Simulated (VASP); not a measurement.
The system is ZnS.

```
Zn S
1.0
     3.76048    0.00000    0.00000
    -1.88024    3.25667    0.00000
     0.00000    0.00000   18.43739
Zn S
6 6
Direct
  0.33333 0.66667 0.83333
  0.66667 0.33333 0.33333
  0.66667 0.33333 0.66667
  0.33333 0.66667 0.16667
  0.00000 0.00000 0.50000
  0.00000 0.00000 0.00000
  0.33333 0.66667 0.95833
  0.66667 0.33333 0.45833
  0.66667 0.33333 0.79167
  0.33333 0.66667 0.29167
  0.00000 0.00000 0.62500
  0.00000 0.00000 0.12500
```

Base run:

* Program: VASP 6.6.1
* Functional: PBEsol
* Dispersion: D3(BJ)
* Potentials or basis: VASP PAW PBE potentials, release 64 (Zn, S)
* Cutoff: 520 eV
* k mesh: 8 × 8 × 2
* Occupations: fermi-dirac, width 0.05 eV
* Spin: no spin polarisation

Its results: band gap on the k mesh 2.21 eV; pressure -0.3 GPa; largest force 0.032 eV/Å.

The run is repeated on the same cell with these changes: functional from PBEsol to BLYP; further incar settings from ALGO = Normal; EDIFF = 1e-06; NBANDS = 66 to ALGO = Normal; EDIFF = 1e-07; NBANDS = 66. What comes out?

Band gap on the k mesh 2.38 eV; pressure 3.2 GPa; largest force 0.056 eV/Å.

Caveats: the PAW data sets were made with another functional, which shifts forces and pressure a little; the cell stands under pressure (at least some runs).

A k mesh can miss the band edges.
